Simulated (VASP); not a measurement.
# C in VASP: single point with PBE+D3(BJ)

Aim: the single point of C with PBE+D3(BJ).

All numbers are computed with VASP 6.6.1; they aren't measurements. Logs are shortened: lines on timing, memory, paths and dates and some standing lists are left out, and cuts for length are marked.

## (1) The cell of the first run

The cell holds a slab with vacuum, 36 atoms: a = 7.380 Å, b = 7.380 Å, c = 23.350 Å, α = 90.00°, β = 90.00°, γ = 120.00°.

## (2) Single point, PBE+D3(BJ)

INCAR reads:

```
PREC     = Accurate       # precision mode
ENCUT    = 520            # plane-wave cutoff, eV
EDIFF    = 1E-7           # SCF threshold, eV
ISMEAR   = 0              # smearing method
SIGMA    = 0.05           # smearing width, eV
LREAL    = Auto         
LASPH    = True           # aspherical terms in the spheres
NELM     = 60             # most SCF steps
ALGO     = Normal         # electronic algorithm
ISIF     = 2              # what is computed and relaxed
LWAVE    = False          # write WAVECAR
LCHARG   = False          # write CHGCAR
LDIPOL   = True         
IDIPOL   = 3            
DIPOL    = 0.5 0.5 0.500
GGA      = PE             # functional
IVDW     = 12             # dispersion correction
NBANDS   = 96             # bands
```

KPOINTS reads:

```
regular mesh
0
Gamma
  6 6 1
```

POSCAR reads:

```
C
1.0
    7.3800000000      0.0000000000      0.0000000000
   -3.6900000000      6.3912674799      0.0000000000
    0.0000000000      0.0000000000     23.3500000000
C
36
Direct
    0.0000000000      0.0000000000      0.5717344754
    0.1111111111      0.2222222222      0.5717344754
    0.0000000000      0.0000000000      0.4282655246
    0.2222222222      0.1111111111      0.4282655246
    0.0000000000      0.3333333333      0.5717344754
    0.1111111111      0.5555555556      0.5717344754
    0.0000000000      0.3333333333      0.4282655246
    0.2222222222      0.4444444444      0.4282655246
    0.0000000000      0.6666666667      0.5717344754
    0.1111111111      0.8888888889      0.5717344754
    0.0000000000      0.6666666667      0.4282655246
    0.2222222222      0.7777777778      0.4282655246
    0.3333333333      0.0000000000      0.5717344754
    0.4444444444      0.2222222222      0.5717344754
    0.3333333333      0.0000000000      0.4282655246
    0.5555555556      0.1111111111      0.4282655246
    0.3333333333      0.3333333333      0.5717344754
    0.4444444444      0.5555555556      0.5717344754
    0.3333333333      0.3333333333      0.4282655246
    0.5555555556      0.4444444444      0.4282655246
    0.3333333333      0.6666666667      0.5717344754
    0.4444444444      0.8888888889      0.5717344754
    0.3333333333      0.6666666667      0.4282655246
    0.5555555556      0.7777777778      0.4282655246
    0.6666666667      0.0000000000      0.5717344754
    0.7777777778      0.2222222222      0.5717344754
    0.6666666667      0.0000000000      0.4282655246
    0.8888888889      0.1111111111      0.4282655246
    0.6666666667      0.3333333333      0.5717344754
    0.7777777778      0.5555555556      0.5717344754
    0.6666666667      0.3333333333      0.4282655246
    0.8888888889      0.4444444444      0.4282655246
    0.6666666667      0.6666666667      0.5717344754
    0.7777777778      0.8888888889      0.5717344754
    0.6666666667      0.6666666667      0.4282655246
    0.8888888889      0.7777777778      0.4282655246
```

Potentials or basis: VASP PAW PBE potentials, release 64 (C).

Command:

```bash
$ cat potpaw_PBE.64/C/POTCAR > POTCAR
$ mpirun -np 1 vasp_std > vasp.out
```

OUTCAR:

```text
PREC = Accurate
   ENCUT = 520
   EDIFF = 1E-7
   ISMEAR = 0
   LREAL = Auto
   LASPH = True
   NELM = 60
   ISIF = 2
   GGA = PE
   IVDW = 12
 IVDW          = 12

 ion  position               nearest neighbor table
   1  0.000  0.000  0.572-   2 1.42  10 1.42  34 1.42
   2  0.111  0.222  0.572-   1 1.42   5 1.42  17 1.42
   3  0.000  0.000  0.428-  36 1.42  28 1.42   4 1.42
   4  0.222  0.111  0.428-  19 1.42  15 1.42   3 1.42
   5  0.000  0.333  0.572-   2 1.42  26 1.42   6 1.42
   6  0.111  0.556  0.572-  21 1.42   9 1.42   5 1.42
[... 37 lines left out ...]
 A1 = (   7.3800000000,   0.0000000000,   0.0000000000)
 A2 = (  -3.6900000000,   6.3912674799,   0.0000000000)
 A3 = (   0.0000000000,   0.0000000000,  23.3500000000)

Analysis of symmetry for initial positions (statically):
=====================================================================
 Subroutine PRICEL returns following result:

  LATTYP: Found a hexagonal cell.
 ALAT       =     2.4599999998
 C/A-ratio  =     9.4918699196

  Lattice vectors:

 A1 = (   2.4599999998,   0.0000000000,   0.0000000000)
 A2 = (  -1.2299999999,   2.1304224931,   0.0000000000)
 A3 = (   0.0000000000,   0.0000000000,  23.3500000000)

   9 primitive cells build up your supercell.

 Routine SETGRP: Setting up the symmetry group for a
 hexagonal supercell.

 Subroutine GETGRP returns: Found 12 space group operations
 (whereof 12 operations were pure point group operations)
 out of a pool of 24 trial point group operations.

The static configuration has the point symmetry D_3d.

Analysis of symmetry for dynamics (positions and initial velocities):
=====================================================================
 Subroutine PRICEL returns following result:

  LATTYP: Found a hexagonal cell.
 ALAT       =     2.4599999998
 C/A-ratio  =     9.4918699196

  Lattice vectors:

 A1 = (   2.4599999998,   0.0000000000,   0.0000000000)
 A2 = (  -1.2299999999,   2.1304224931,   0.0000000000)
 A3 = (   0.0000000000,   0.0000000000,  23.3500000000)

   9 primitive cells build up your supercell.

 Routine SETGRP: Setting up the symmetry group for a
 hexagonal supercell.

 Subroutine GETGRP returns: Found 12 space group operations
 (whereof 12 operations were pure point group operations)
 out of a pool of 24 trial point group operations.

[... 94 lines left out ...]
   POTIM  = 0.5000    time-step for ionic-motion
   TEBEG  =    0.0;   TEEND  =   0.0 temperature during run
   PSTRESS=    0.0 pullay stress
   NELECT =     144.0000    total number of electrons
   NUPDOWN=      -1.0000    fix difference up-down
   EMIN   =  10.00;   EMAX   =-10.00  energy-range for DOS
   EFERMI =   0.00;   METHOD = LEGACY
   ISMEAR =     0;   SIGMA  =   0.05  broadening in eV -4-tet -1-fermi 0-gaus
   EFERMI_NEDOS =   21; number of points for ismear=-14 and -15
   IALGO  =     38    algorithm
   IMIX   =      4    mixing-type and parameters
     AMIX     =   0.40;   BMIX     =  1.00
     AMIX_MAG =   1.60;   BMIX_MAG =  1.00
  volume/ion in A,a.u.               =      30.59       206.45
  Fermi-wavevector in a.u.,A,eV,Ry     =   0.830907  1.570186  9.393543  0.690406
  Thomas-Fermi vector in A             =   1.943704
   LORBIT       =      0    0 simple, 1 ext, 2 COOP (PROOUT), +10 PAW based schemes
   GGA     = PE    functional components
   LHFCALC =     F    Hartree Fock is set to
   AEXX    =    0.0000 exact exchange contribution
   IVDW    =    12    specifies the selected vdW correction
   LEPSILON=     F    determine dielectric tensor
   LRPA    =     F    only Hartree local field effects (RPA)
 non-spin polarized calculation
 Gauss-broadening in eV      SIGMA  =   0.05
  energy-cutoff  :      520.00
  volume of cell :     1101.36
 maximum number of plane-waves:     29709
 NGX is ok and might be reduce to    56
   NGX = 27   NGY = 27   NGZ = 87

 number of electron     143.9999996 magnetization

 dipolmoment           0.000000      0.000000     -0.000000 electrons x Angstroem

 Free energy of the ion-electron system (eV)
  ---------------------------------------------------
  ext. energy  EPLUGINS =         0.00000000
  ---------------------------------------------------
  free energy    TOTEN  =      -331.85527196 eV

  energy without entropy =     -331.85213758  energy(sigma->0) =     -331.85370477

 E-fermi :  -1.6771     XC(G=0):  -3.3333

 val. band max:       -1.6771253790   @ k =   0.0000   0.0000   0.0000
 cond. band min:      -1.6771253476   @ k =   0.0000   0.0000   0.0000
 fundamental gap:      0.0000000314
 Fermi energy:        -1.6771253634

 k-point     1 :       0.0000    0.0000    0.0000
  band No.  band energies     occupation
      1     -21.3182      2.00000
      2     -21.1663      2.00000
      3     -18.7096      2.00000
      4     -18.7096      2.00000
      5     -18.7095      2.00000
      6     -18.7095      2.00000
[... 598 lines left out ...]
     83       2.4381      0.00000
     84       2.4381      0.00000
 [bands above 84 left out]

------------------------ aborting loop because EDIFF is reached ----------------------------------------

 vacuum level on the upper side and lower side of the slab       (xc-potential included)        -0.051        -0.051

 Edisp (eV)   -4.31844

 E8    (eV) :    -1.2931

  FORCE on cell =-STRESS in cart. coord.  units (eV):
  Direction    XX          YY          ZZ          XY          YZ          ZX
  --------------------------------------------------------------------------------------
  -------------------------------------------------------------------------------------
  Total       6.87908     6.87908     0.21947     0.00000    -0.00000     0.00000
  in kB      10.00716    10.00716     0.31926     0.00000    -0.00000     0.00000
  external pressure =        6.78 kB  Pullay stress =        0.00 kB

 VOLUME and BASIS-vectors are now :
 -----------------------------------------------------------------------------
  energy-cutoff  :      520.00
  volume of cell :     1101.36
      direct lattice vectors                 reciprocal lattice vectors
     7.380000000  0.000000000  0.000000000     0.135501355  0.078231744  0.000000000
    -3.690000000  6.391267480  0.000000000     0.000000000  0.156463488  0.000000000
     0.000000000  0.000000000 23.350000000     0.000000000  0.000000000  0.042826552

 POSITION                                       TOTAL-FORCE (eV/Angst)
 -----------------------------------------------------------------------------------
      0.00000      0.00000     13.35000         0.000000      0.000000     -0.002294
      0.00000      1.42028     13.35000        -0.000000      0.000000      0.015626
      0.00000      0.00000     10.00000        -0.000000     -0.000000      0.002294
      1.23000      0.71014     10.00000         0.000000      0.000000     -0.015626
     -1.23000      2.13042     13.35000         0.000000      0.000000     -0.002294
     -1.23000      3.55070     13.35000        -0.000000      0.000000      0.015626
[... 28 lines left out ...]
      2.46000      4.26084     10.00000        -0.000000     -0.000000      0.002294
      3.69000      4.97099     10.00000         0.000000     -0.000000     -0.015626
 -----------------------------------------------------------------------------------
    total drift:                               -0.000000      0.000000      0.000000

  FREE ENERGIE OF THE ION-ELECTRON SYSTEM (eV)
  ---------------------------------------------------
  free  energy   TOTEN  =      -336.1737102240 eV

  energy  without entropy=     -336.1705758374  energy(sigma->0) =     -336.17214303

 vacuum level on the upper side and lower side of the slab         2.547         2.547
```

stdout:

```text
POSCAR found type information on POSCAR C
 POSCAR found :  1 types and      36 ions
 scaLAPACK will be used
 LDA part: xc-table for (Slater+PW92), standard interpolation
 POSCAR, INCAR and KPOINTS ok, starting setup
 FFT: planning ... GRIDC
 FFT: planning ... GRID_SOFT
 FFT: planning ... GRID
 WAVECAR not read
 entering main loop
```

It took 26 min on 1 thread of Intel Xeon 6975P-C (Granite Rapids), shared host; peak memory 1.2 GiB.

Results:

| Item | Value |
| --- | --- |
| Free energy | -336.1737 eV |
| Largest force | 0.016 eV/Å |
| Band gap on the k mesh | zero (filled and empty bands touch) |
| Dispersion energy per atom | -0.120 eV |

Forces on the atoms (eV/Å):
```
C    0.000  0.000 -0.002
C    0.000  0.000  0.016
C    0.000  0.000  0.002
C    0.000  0.000 -0.016
C    0.000  0.000 -0.002
C    0.000  0.000  0.016
C    0.000  0.000  0.002
C    0.000  0.000 -0.016
C    0.000  0.000 -0.002
C    0.000  0.000  0.016
C    0.000  0.000  0.002
C    0.000  0.000 -0.016
C    0.000  0.000 -0.002
C    0.000  0.000  0.016
C    0.000  0.000  0.002
C    0.000  0.000 -0.016
C    0.000  0.000 -0.002
C    0.000  0.000  0.016
C    0.000  0.000  0.002
C    0.000  0.000 -0.016
C    0.000  0.000 -0.002
C    0.000  0.000  0.016
C    0.000  0.000  0.002
C    0.000  0.000 -0.016
C    0.000  0.000 -0.002
C    0.000  0.000  0.016
C    0.000  0.000  0.002
C    0.000  0.000 -0.016
C    0.000  0.000 -0.002
C    0.000  0.000  0.016
C    0.000  0.000  0.002
C    0.000  0.000 -0.016
C    0.000  0.000 -0.002
C    0.000  0.000  0.016
C    0.000  0.000  0.002
C    0.000  0.000 -0.016
```
